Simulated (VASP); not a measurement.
# Cs (Fd-3m) in VASP: a series of runs

The runs below take Cs through single point, with PBEsol.

All numbers are computed with VASP 6.6.1; they aren't measurements. Logs are shortened: lines on timing, memory, paths and dates and some standing lists are left out, and cuts for length are marked.

**1. The cell of the first run**

It takes space group Fd-3m (No. 227, cubic). The conventional cell has a = 10.912 Å, b = 10.912 Å, c = 10.912 Å, α = 90.00°, β = 90.00°, γ = 90.00°.

This isn't the form of Cs at room conditions, which is bcc.

**2. Single point, PBEsol (162.42 Å³/atom)**

File INCAR:

```
SYSTEM = Cs
  PREC = Accurate
  ENCUT = 520
  EDIFF = 1E-6
  ISMEAR = -1
  SIGMA = 0.1
  LREAL = .FALSE.
  LASPH = .TRUE.
  NELM = 60
  ALGO = Normal
  ISIF = 2
  LWAVE = .FALSE.
  LCHARG = .FALSE.
  GGA = PS
  NBANDS = 16
```

File KPOINTS:

```
Automatic mesh
0
G
  6 6 6
  0 0 0
```

File POSCAR:

```
Cs
1.0
    0.0000000000      5.4560242863      5.4560242863
    5.4560242863      0.0000000000      5.4560242863
    5.4560242863      5.4560242863      0.0000000000
Cs
2
Direct
    0.1250000000      0.1250000000      0.1250000000
    0.8750000000      0.8750000000      0.8750000000
```

Potentials or basis: VASP PAW PBE potentials, release 64 (Cs_sv).

On the command line:

```sh
> cat potpaw_PBE.64/Cs_sv/POTCAR > POTCAR
> mpirun -np 1 vasp_std > vasp.out
```

OUTCAR:

```text
SYSTEM = Cs
   PREC = Accurate
   ENCUT = 520
   EDIFF = 1E-6
   ISMEAR = -1
   LREAL = .FALSE.
   LASPH = .TRUE.
   NELM = 60
   ISIF = 2
   GGA = PS

 ion  position               nearest neighbor table
   1  0.125  0.125  0.125-
   2  0.875  0.875  0.875-

  LATTYP: Found a face centered cubic cell.
 ALAT       =    10.9120485726

  Lattice vectors:

 A1 = (   0.0000000000,   5.4560242863,   5.4560242863)
 A2 = (   5.4560242863,   0.0000000000,   5.4560242863)
 A3 = (   5.4560242863,   5.4560242863,   0.0000000000)

Analysis of symmetry for initial positions (statically):
=====================================================================
 Subroutine PRICEL returns:
 Original cell was already a primitive cell.

 Routine SETGRP: Setting up the symmetry group for a
 face centered cubic supercell.

 Subroutine GETGRP returns: Found 48 space group operations
 (whereof 12 operations were pure point group operations)
 out of a pool of 48 trial point group operations.

The static configuration has the point symmetry D_3d.
 The point group associated with its full space group is O_h .

Analysis of symmetry for dynamics (positions and initial velocities):
=====================================================================
 Subroutine PRICEL returns:
 Original cell was already a primitive cell.

 Routine SETGRP: Setting up the symmetry group for a
 face centered cubic supercell.

 Subroutine GETGRP returns: Found 48 space group operations
 (whereof 12 operations were pure point group operations)
 out of a pool of 48 trial point group operations.

The dynamic configuration has the point symmetry D_3d.
 The point group associated with its full space group is O_h .

 Subroutine INISYM returns: Found 48 space group operations
 (whereof 12 operations are pure point group operations),
 and found     1 'primitive' translations

----------------------------------------------------------------------------------------

                                     Primitive cell

  volume of cell :     324.8321

  direct lattice vectors                    reciprocal lattice vectors
     0.000000000  5.456024286  5.456024286    -0.091641821  0.091641821  0.091641821
     5.456024286  0.000000000  5.456024286     0.091641821 -0.091641821  0.091641821
     5.456024286  5.456024286  0.000000000     0.091641821  0.091641821 -0.091641821

  length of vectors
     7.715983542  7.715983542  7.715983542     0.158728290  0.158728290  0.158728290

  position of ions in fractional coordinates (direct lattice)
     0.125000000  0.125000000  0.125000000
     0.875000000  0.875000000  0.875000000

  ion indices of the primitive-cell ions
   primitive index   ion index
                 1           1
                 2           2

----------------------------------------------------------------------------------------

 KPOINTS: Automatic mesh

Automatic generation of k-mesh.
 Grid dimensions read from file:
 generate k-points for:    6    6    6

 Generating k-lattice:

  Cartesian coordinates                     Fractional coordinates (reciprocal lattice)
    -0.015273637  0.015273637  0.015273637     0.166666667  0.000000000  0.000000000
     0.015273637 -0.015273637  0.015273637     0.000000000  0.166666667  0.000000000
     0.015273637  0.015273637 -0.015273637     0.000000000  0.000000000  0.166666667

  Length of vectors
     0.026454715  0.026454715  0.026454715

  Shift w.r.t. Gamma in fractional coordinates (k-lattice)
     0.000000000  0.000000000  0.000000000

 Subroutine IBZKPT returns following result:
 ===========================================

 Found     16 irreducible k-points:

 Following reciprocal coordinates:
            Coordinates               Weight
  0.000000  0.000000  0.000000      1.000000
  0.166667  0.000000  0.000000      8.000000
  0.333333  0.000000  0.000000      8.000000
  0.500000  0.000000  0.000000      4.000000
  0.166667  0.166667  0.000000      6.000000
  0.333333  0.166667  0.000000     24.000000
[... 8 lines left out ...]
 -0.333333  0.333333  0.166667     24.000000
 -0.333333  0.500000  0.166667     12.000000
   k-points           NKPTS =     16   k-points in BZ     NKDIM =     16   number of bands    NBANDS=     16
   number of dos      NEDOS =    301   number of ions     NIONS =      2
   total plane-waves  NPLWV = 216000
   dimension x,y,z NGX =    60 NGY =   60 NGZ =   60
   dimension x,y,z NGXF=   120 NGYF=  120 NGZF=  120
   ions per type =               2
   NGX,Y,Z   is equivalent  to a cutoff of  12.93, 12.93, 12.93 a.u.
   NGXF,Y,Z  is equivalent  to a cutoff of  25.85, 25.85, 25.85 a.u.
 SYSTEM =  Cs
   PREC   = accura    normal or accurate (medium, high low for compatibility)
   ISTART =      0    job   : 0-new  1-cont  2-samecut
   ICHARG =      2    charge: 1-file 2-atom 10-const
   ISPIN  =      1    spin polarized calculation?
   LNONCOLLINEAR =      F non collinear calculations
   LSORBIT =      F    spin-orbit coupling
   LASPH  =      T    aspherical Exc in radial PAW
   ENCUT  =  520.0 eV  38.22 Ry    6.18 a.u.  14.35 14.35 14.35*2*pi/ulx,y,z
   NELM   =     60;   NELMIN=  2; NELMDL= -5     # of ELM steps
   EDIFF  = 0.1E-05   stopping-criterion for ELM
   LREAL  =      F    real-space projection
   EDIFFG = 0.1E-04   stopping-criterion for IOM
   NSW    =      0    number of steps for IOM
   IBRION =     -1    ionic relax: 0-MD 1-quasi-New 2-CG
   NFREE  =      0    steps in history (QN), initial steepest desc. (CG)
   ISIF   =      2    stress and relaxation
   ISYM   =      2    0-nonsym 1-usesym 2-fastsym
   POTIM  = 0.5000    time-step for ionic-motion
   TEBEG  =    0.0;   TEEND  =   0.0 temperature during run
   PSTRESS=    0.0 pullay stress
   NELECT =      18.0000    total number of electrons
   NUPDOWN=      -1.0000    fix difference up-down
   EMIN   =  10.00;   EMAX   =-10.00  energy-range for DOS
   EFERMI =   0.00;   METHOD = LEGACY
   ISMEAR =    -1;   SIGMA  =   0.10  broadening in eV -4-tet -1-fermi 0-gaus
   EFERMI_NEDOS =   21; number of points for ismear=-14 and -15
   IALGO  =     38    algorithm
   IMIX   =      4    mixing-type and parameters
     AMIX     =   0.40;   BMIX     =  1.00
     AMIX_MAG =   1.60;   BMIX_MAG =  1.00
  volume/ion in A,a.u.               =     162.42      1096.04
  Fermi-wavevector in a.u.,A,eV,Ry     =   0.624136  1.179446  5.300095  0.389546
  Thomas-Fermi vector in A             =   1.684588
   LORBIT       =      0    0 simple, 1 ext, 2 COOP (PROOUT), +10 PAW based schemes
   GGA     = PS    functional components
   LHFCALC =     F    Hartree Fock is set to
   AEXX    =    0.0000 exact exchange contribution
   IVDW    =     0    specifies the selected vdW correction
   LEPSILON=     F    determine dielectric tensor
   LRPA    =     F    only Hartree local field effects (RPA)
 non-spin polarized calculation
  energy-cutoff  :      520.00
  volume of cell :      324.83
 maximum number of plane-waves:      8801
 NGX is ok and might be reduce to    60
   NGX = 29   NGY = 29   NGZ = 29

 number of electron      18.0000001 magnetization

 Free energy of the ion-electron system (eV)
  ---------------------------------------------------
  ext. energy  EPLUGINS =         0.00000000
  ---------------------------------------------------
  free energy    TOTEN  =        -1.35925989 eV

  energy without entropy =       -1.29162246  energy(sigma->0) =       -1.32544118

 E-fermi :  -0.2514     XC(G=0):  -4.5884

 val. band max:       -0.4567997916   @ k =  -0.3333   0.3333   0.1667
 cond. band min:      -0.2216718091   @ k =   0.5000   0.0000   0.0000
 fundamental gap:      0.2351279825
 Fermi energy:        -0.2514244638

 k-point     1 :       0.0000    0.0000    0.0000
  band No.  band energies     occupation
      1     -24.5811      2.00000
      2     -24.5535      2.00000
      3     -11.4190      2.00000
      4     -11.4190      2.00000
      5     -11.4190      2.00000
      6     -11.2804      2.00000
[... 8 lines left out ...]
     15       1.5684      0.00000
     16       1.5684      0.00000

 k-point     2 :       0.1667    0.0000    0.0000
  band No.  band energies     occupation
      1     -24.5797      2.00000
      2     -24.5549      2.00000
      3     -11.4230      2.00000
      4     -11.4230      2.00000
      5     -11.4182      2.00000
      6     -11.2821      2.00000
[... 8 lines left out ...]
     15       1.3202      0.00000
     16       1.5826      0.00000

 k-point     3 :       0.3333    0.0000    0.0000
  band No.  band energies     occupation
      1     -24.5764      2.00000
      2     -24.5582      2.00000
      3     -11.4303      2.00000
      4     -11.4303      2.00000
      5     -11.4166      2.00000
      6     -11.2854      2.00000
[... 8 lines left out ...]
     15       1.4157      0.00000
     16       1.7324      0.00000

 k-point     4 :       0.5000    0.0000    0.0000
  band No.  band energies     occupation
      1     -24.5742      2.00000
      2     -24.5604      2.00000
      3     -11.4337      2.00000
      4     -11.4337      2.00000
      5     -11.4158      2.00000
      6     -11.2870      2.00000
[... 8 lines left out ...]
     15       1.4067      0.00000
     16       1.8915      0.00000
[... 172 lines left out ...]
 k-point    14 :       0.5000    0.3333    0.1667
  band No.  band energies     occupation
      1     -24.5733      2.00000
      2     -24.5613      2.00000
      3     -11.4460      2.00000
      4     -11.4394      2.00000
      5     -11.3873      2.00000
      6     -11.3151      2.00000
[... 8 lines left out ...]
     15       1.4915      0.00000
     16       1.5977      0.00000

 k-point    15 :      -0.3333    0.3333    0.1667
  band No.  band energies     occupation
      1     -24.5707      2.00000
      2     -24.5639      2.00000
      3     -11.4497      2.00000
      4     -11.4428      2.00000
      5     -11.3770      2.00000
      6     -11.3256      2.00000
[... 8 lines left out ...]
     15       1.4875      0.00000
     16       1.6865      0.00000

 k-point    16 :      -0.3333    0.5000    0.1667
  band No.  band energies     occupation
      1     -24.5673      2.00000
      2     -24.5673      2.00000
      3     -11.4487      2.00000
      4     -11.4487      2.00000
      5     -11.3515      2.00000
      6     -11.3515      2.00000
[... 8 lines left out ...]
     15       1.5107      0.00000
     16       1.5107      0.00000

------------------------ aborting loop because EDIFF is reached ----------------------------------------

  FORCE on cell =-STRESS in cart. coord.  units (eV):
  Direction    XX          YY          ZZ          XY          YZ          ZX
  --------------------------------------------------------------------------------------
  -------------------------------------------------------------------------------------
  Total        0.0725728      0.0725728      0.0725728      0.0000000      0.0000000      0.0000000
  in kB        0.3579526      0.3579526      0.3579526      0.0000000      0.0000000      0.0000000
  external PRESSURE =       0.3579526 kB  Pullay stress =       0.0000000 kB

 VOLUME and BASIS-vectors are now :
 -----------------------------------------------------------------------------
  energy-cutoff  :      520.00
  volume of cell :      324.83
      direct lattice vectors                 reciprocal lattice vectors
     0.000000000  5.456024286  5.456024286    -0.091641821  0.091641821  0.091641821
     5.456024286  0.000000000  5.456024286     0.091641821 -0.091641821  0.091641821
     5.456024286  5.456024286  0.000000000     0.091641821  0.091641821 -0.091641821

 POSITION                                       TOTAL-FORCE (eV/Angst)
 -----------------------------------------------------------------------------------
      1.36401      1.36401      1.36401        -0.000000      0.000000      0.000000
      9.54804      9.54804      9.54804         0.000000     -0.000000     -0.000000
 -----------------------------------------------------------------------------------
    total drift:                               -0.000000      0.000000     -0.000000

  FREE ENERGIE OF THE ION-ELECTRON SYSTEM (eV)
  ---------------------------------------------------
  free  energy   TOTEN  =        -1.3592598897 eV

  energy  without entropy=       -1.2916224618  energy(sigma->0) =       -1.32544118
```

Run time: 2.4 min. Hardware: 1 thread of Intel Xeon Platinum 8375C at 2.90GHz (Ice Lake), shared host; peak memory 0.49 GiB.

Results:

| Item | Value |
| --- | --- |
| Free energy | -1.3593 eV |
| Pressure | 0.0 GPa |
| Band gap on the k mesh | zero (bands 9 and 10 overlap by 0.10 eV) |

Levels at points of the mesh, in eV from the Fermi level:
```
           k point  band 7  band 8  band 9  band 10  band 11  band 12
(0.00, 0.00, 0.00)  -11.03  -11.03   -1.41     1.33     1.33     1.40
(0.50, 0.00, 0.00)  -11.01  -11.01   -0.56     0.03     1.11     1.11
(0.50, 0.50, 0.00)  -11.00  -11.00    0.04     0.04     0.62     0.62
```

Caveat: the PAW data sets were made with another functional, which shifts forces and pressure a little; spin-orbit coupling is left out, which moves the levels of the heavy elements.

**3. Single point, PBEsol (169.18 Å³/atom)**

This run uses another cell than the first one, of 169.18 Å³/atom.

File INCAR:

```
  ALGO = Normal
  EDIFF = 1E-6
  ENCUT = 520
  GGA = PS
  ISIF = 2
  ISMEAR = -1
  LASPH = T
  LCHARG = F
  LREAL = F
  LWAVE = F
  NBANDS = 16
  NELM = 80
  PREC = Accurate
  SIGMA = 0.1
```

File KPOINTS:

```
k-points
0
Gamma
  6 6 6
```

File POSCAR:

```
Cs
1.0
    0.0000000000      5.5307736337      5.5307736337
    5.5307736337      0.0000000000      5.5307736337
    5.5307736337      5.5307736337      0.0000000000
Cs
2
Direct
    0.1250000000      0.1250000000      0.1250000000
    0.8750000000      0.8750000000      0.8750000000
```

Potentials or basis: VASP PAW PBE potentials, release 64 (Cs_sv).

On the command line:

```sh
> cat potpaw_PBE.64/Cs_sv/POTCAR > POTCAR
> mpirun -np 1 vasp_std > vasp.out
```

It took 2.4 min on 1 thread of Intel Xeon Platinum 8375C at 2.90GHz (Ice Lake), shared host; peak memory 0.5 GiB.

Results (log left out):

```
Free energy            : -1.3613 eV
Pressure               : 0.0 GPa
Band gap on the k mesh : zero (bands 9 and 10 overlap by 0.08 eV)
```

Levels at points of the mesh, in eV from the Fermi level:
| k point | band 5 | band 6 | band 7 | band 8 | band 9 | band 10 | band 11 | band 12 | band 13 | band 14 |
| --- | --- | --- | --- | --- | --- | --- | --- | --- | --- | --- |
| (0.00, 0.00, 0.00) | -11.15 | -11.03 | -11.03 | -11.03 | -1.36 | 1.34 | 1.34 | 1.39 | 1.39 | 1.39 |
| (0.50, 0.00, 0.00) | -11.15 | -11.04 | -11.02 | -11.02 | -0.55 | 0.04 | 1.13 | 1.13 | 1.30 | 1.65 |
| (0.50, 0.50, 0.00) | -11.10 | -11.10 | -11.01 | -11.01 | 0.03 | 0.03 | 0.64 | 0.64 | 1.54 | 1.54 |

Caveat: the PAW data sets were made with another functional, which shifts forces and pressure a little; spin-orbit coupling is left out, which moves the levels of the heavy elements.

**4. Single point, PBEsol (175.95 Å³/atom)**

This run uses another cell than the first one, of 175.95 Å³/atom.

File INCAR:

```
  ALGO = Normal
  EDIFF = 1E-6
  ENCUT = 520
  GGA = PS
  ISIF = 2
  ISMEAR = -1
  LASPH = True
  LCHARG = True
  LELF = True
  LREAL = False
  LVHAR = True
  LWAVE = False
  NBANDS = 16
  NELM = 60
  PREC = Accurate
  SIGMA = 0.1
```

KPOINTS is that of step 3.

File POSCAR:

```
Cs
1.0
    0.0000000000      5.6035553174      5.6035553174
    5.6035553174      0.0000000000      5.6035553174
    5.6035553174      5.6035553174      0.0000000000
Cs
2
Direct
    0.1250000000      0.1250000000      0.1250000000
    0.8750000000      0.8750000000      0.8750000000
```

On the command line:

```sh
> cat potpaw_PBE.64/Cs_sv/POTCAR > POTCAR
> mpirun -np 1 vasp_std > vasp.out
```

It took 2.7 min on 1 thread of Intel Xeon Platinum 8375C at 2.90GHz (Ice Lake), shared host; peak memory 0.49 GiB.

It converged, with:

- Free energy: -1.3607 eV
- Pressure: 0.0 GPa
- Band gap on the k mesh: zero (bands 9 and 10 overlap by 0.07 eV)

Levels at points of the mesh, in eV from the Fermi level:
```csv
k point,band 6,band 7,band 8,band 9,band 10,band 11,band 12,band 13
"(0.00, 0.00, 0.00)",-11.03,-11.03,-11.03,-1.33,1.36,1.36,1.38,1.38
"(0.50, 0.00, 0.00)",-11.04,-11.02,-11.02,-0.54,0.05,1.15,1.15,1.29
"(0.50, 0.50, 0.00)",-11.09,-11.01,-11.01,0.03,0.03,0.66,0.66,1.50
```

Caveat: the PAW data sets were made with another functional, which shifts forces and pressure a little; spin-orbit coupling is left out, which moves the levels of the heavy elements.

**5. Single point, PBEsol (182.72 Å³/atom)**

This run uses another cell than the first one, of 182.72 Å³/atom.

File INCAR:

```
PREC     = Accurate       # precision mode
ENCUT    = 520            # plane-wave cutoff, eV
EDIFF    = 1E-6           # SCF threshold, eV
ISMEAR   = -1             # smearing method
SIGMA    = 0.1            # smearing width, eV
LREAL    = F              # projectors in reciprocal space
LASPH    = T              # aspherical terms in the spheres
NELM     = 100            # most SCF steps
ALGO     = Normal         # electronic algorithm
ISIF     = 2              # what is computed and relaxed
LWAVE    = F              # write WAVECAR
LCHARG   = F              # write CHGCAR
GGA      = PS             # functional
NBANDS   = 16             # bands
```

File KPOINTS:

```
regular mesh
0
Gamma
  6 6 6
```

File POSCAR:

```
Cs
1.0
    0.0000000000      5.6744939281      5.6744939281
    5.6744939281      0.0000000000      5.6744939281
    5.6744939281      5.6744939281      0.0000000000
Cs
2
Direct
    0.1250000000      0.1250000000      0.1250000000
    0.8750000000      0.8750000000      0.8750000000
```

On the command line:

```sh
> cat potpaw_PBE.64/Cs_sv/POTCAR > POTCAR
> mpirun -np 1 vasp_std > vasp.out
```

Wall time 2.4 min (1 thread of Intel Xeon Platinum 8375C at 2.90GHz (Ice Lake), shared host); peak memory 0.49 GiB.

It converged, with:

- Free energy: -1.3581 eV
- Pressure: 0.0 GPa
- Band gap on the k mesh: zero (bands 9 and 10 overlap by 0.06 eV)

Levels at points of the mesh, in eV from the Fermi level:
| k point | band 5 | band 6 | band 7 | band 8 | band 9 | band 10 | band 11 | band 12 | band 13 | band 14 |
| --- | --- | --- | --- | --- | --- | --- | --- | --- | --- | --- |
| (0.00, 0.00, 0.00) | -11.14 | -11.04 | -11.04 | -11.04 | -1.29 | 1.37 | 1.37 | 1.38 | 1.38 | 1.38 |
| (0.50, 0.00, 0.00) | -11.13 | -11.04 | -11.03 | -11.03 | -0.53 | 0.06 | 1.16 | 1.16 | 1.28 | 1.62 |
| (0.50, 0.50, 0.00) | -11.09 | -11.09 | -11.02 | -11.02 | 0.02 | 0.02 | 0.68 | 0.68 | 1.46 | 1.46 |

Caveat: the PAW data sets were made with another functional, which shifts forces and pressure a little; spin-orbit coupling is left out, which moves the levels of the heavy elements.

**6. Overview**

| cell | gap on the mesh (eV) | pressure (GPa) |
| --- | --- | --- |
| a = 7.716 Å, angles 60.0°, 2 atoms | none | 0.0 |
| a = 7.822 Å, angles 60.0°, 2 atoms | none | 0.0 |
| a = 7.925 Å, angles 60.0°, 2 atoms | none | 0.0 |
| a = 8.025 Å, angles 60.0°, 2 atoms | none | 0.0 |

Alike in all rows: task single point; level PBEsol; potentials or basis VASP PAW PBE potentials, release 64 (Cs_sv); no spin polarisation; k mesh 6 × 6 × 6; cutoff (eV) 520; smearing fermi-dirac 0.1 eV.

Caveats: the PAW data sets were made with another functional, which shifts forces and pressure a little; spin-orbit coupling is left out, which moves the levels of the heavy elements.

Absolute energies hang on the potentials; compare differences alone.

The gap in the log of VASP goes by the Fermi energy; the results here count the filled bands.